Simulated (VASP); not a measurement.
# MnF2 (P-3m1) in VASP: further runs, part 2 of 2

VASP 6.6.1. Earlier steps stand in the parts before.

## 3. Single point, PBE+U, collinear spin, ferromagnetic start (15.60 Å³/atom)

This run uses another cell than the first one, of 15.60 Å³/atom.

INCAR reads:

```
SYSTEM = MnF2
PREC = Accurate
ENCUT = 520
EDIFF = 1E-6
ISMEAR = 0
SIGMA = 0.05
LREAL = .False.
LASPH = .True.
NELM = 150
ALGO = Normal
ISIF = 2
LWAVE = .False.
LCHARG = .False.
ISPIN = 2
MAGMOM = 4.73 0.07 0.07
LORBIT = 11
LMAXMIX = 4
LDAU = .True.
LDAUTYPE = 2
LDAUL = 2 -1
LDAUU = 3.9 0
LDAUJ = 0 0
LDAUPRINT = 1
GGA = PE
NBANDS = 24
```

KPOINTS reads:

```
Automatic mesh
0
Gamma
  8 8 6
  0 0 0
```

POSCAR reads:

```
MnF2
1.0
    3.3685992598      0.0000000000      0.0000000000
   -1.6842996299      2.9172925342      0.0000000000
    0.0000000000      0.0000000000      4.7626456563
Mn F
1 2
Direct
    0.0000000000      0.0000000000      0.0000000000
    0.3333333333      0.6666666667      0.2025014085
    0.6666666667      0.3333333333      0.7974985915
```

Potentials or basis: VASP PAW PBE potentials, release 64 (Mn_pv, F).

Started as:

```bash
> cat potpaw_PBE.64/Mn_pv/POTCAR potpaw_PBE.64/F/POTCAR > POTCAR
> mpirun -np 1 vasp_std > vasp.out
```

OUTCAR:

```text
SYSTEM = MnF2
   PREC = Accurate
   ENCUT = 520
   EDIFF = 1E-6
   ISMEAR = 0
   LREAL = .False.
   LASPH = .True.
   NELM = 150
   ISIF = 2
   ISPIN = 2
   LORBIT = 11
   GGA = PE

 ion  position               nearest neighbor table
   1  0.000  0.000  0.000-   2 2.17   3 2.17   3 2.17   2 2.17   3 2.17   2 2.17
   2  0.333  0.667  0.203-   1 2.17   1 2.17   1 2.17
   3  0.667  0.333  0.797-   1 2.17   1 2.17   1 2.17

  LATTYP: Found a hexagonal cell.
 ALAT       =     3.3685992598
 C/A-ratio  =     1.4138356299

  Lattice vectors:

 A1 = (   3.3685992598,   0.0000000000,   0.0000000000)
 A2 = (  -1.6842996299,   2.9172925342,   0.0000000000)
 A3 = (   0.0000000000,   0.0000000000,   4.7626456563)

Analysis of symmetry for initial positions (statically):
=====================================================================
 Subroutine PRICEL returns:
 Original cell was already a primitive cell.

 Routine SETGRP: Setting up the symmetry group for a
[... 1530 lines left out ...]

 [... further k-points ...]

------------------------ aborting loop because EDIFF is reached ----------------------------------------

  FORCE on cell =-STRESS in cart. coord.  units (eV):
  Direction    XX          YY          ZZ          XY          YZ          ZX
  --------------------------------------------------------------------------------------
  -------------------------------------------------------------------------------------
  Total       -0.1453569     -0.1453569     -0.0609696      0.0000000      0.0000000      0.0000000
  in kB       -4.9758663     -4.9758663     -2.0871159      0.0000000      0.0000000      0.0000000
  external PRESSURE =      -4.0129495 kB  Pullay stress =       0.0000000 kB

 VOLUME and BASIS-vectors are now :
 -----------------------------------------------------------------------------
  energy-cutoff  :      520.00
  volume of cell :       46.80
      direct lattice vectors                 reciprocal lattice vectors
     3.368599260  0.000000000  0.000000000     0.296859295  0.171391794  0.000000000
    -1.684299630  2.917292534  0.000000000     0.000000000  0.342783587  0.000000000
     0.000000000  0.000000000  4.762645656     0.000000000  0.000000000  0.209967332

 POSITION                                       TOTAL-FORCE (eV/Angst)
 -----------------------------------------------------------------------------------
      0.00000      0.00000      0.00000         0.000000      0.000000      0.000000
     -0.00000      1.94486      0.96444         0.000000      0.000000     -0.037101
      1.68430      0.97243      3.79820        -0.000000     -0.000000      0.037101
 -----------------------------------------------------------------------------------
    total drift:                                0.000000     -0.000000      0.000000

  FREE ENERGIE OF THE ION-ELECTRON SYSTEM (eV)
  ---------------------------------------------------
  free  energy   TOTEN  =       -18.6951217855 eV

  energy  without entropy=      -18.6951217855  energy(sigma->0) =      -18.69512179

 total charge

# of ion       s       p       d       tot
------------------------------------------
    1        0.159   6.132   4.928  11.218
    2        1.735   4.356   0.000   6.091
    3        1.735   4.356   0.000   6.091
--------------------------------------------------
tot          3.629  14.843   4.928  23.400

 magnetization (x)

# of ion       s       p       d       tot
------------------------------------------
    1        0.024   0.019   4.641   4.684
    2        0.005   0.049   0.000   0.055
    3        0.005   0.049   0.000   0.055
--------------------------------------------------
tot          0.035   0.118   4.641   4.794
```

stdout:

```text
POSCAR found type information on POSCAR MnF
 POSCAR found :  2 types and       3 ions
 scaLAPACK will be used
 LDA part: xc-table for (Slater+PW92), standard interpolation
 POSCAR, INCAR and KPOINTS ok, starting setup
 FFT: planning ... GRIDC
 FFT: planning ... GRID_SOFT
 FFT: planning ... GRID
 WAVECAR not read
 entering main loop
```

It took 52 s on 1 thread of Intel Xeon Platinum 8559C (Emerald Rapids), shared host; peak memory 0.23 GiB.

Results:

```
Free energy                                           : -18.6951 eV
Pressure                                              : -0.4 GPa
Largest force                                         : 0.037 eV/Å
Band gap on the k mesh                                : 3.06 eV (least direct gap 3.08 eV)
Net moment                                            : 5.00 μB per cell
Site moments                                          : Mn +4.68; F +0.06 μB
Valence electrons inside the program's atomic spheres : Mn 11.22; F 6.09
```

Forces in eV/Å, atoms in the order of the input:
```
Mn   0.000  0.000  0.000
F    0.000  0.000 -0.037
F    0.000  0.000  0.037
```

Eigenvalues of the final occupation matrices:
```tsv
site	spin	trace	eigenvalues
site 1 d	1	4.80	0.94 0.95 0.95 0.98 0.98
site 1 d	2	0.15	0.01 0.01 0.01 0.06 0.06
```

Caveat: a cell with one magnetic atom can't hold antiferromagnetic order, which such compounds often take. The state reached can hang on the start; a lower one may exist.
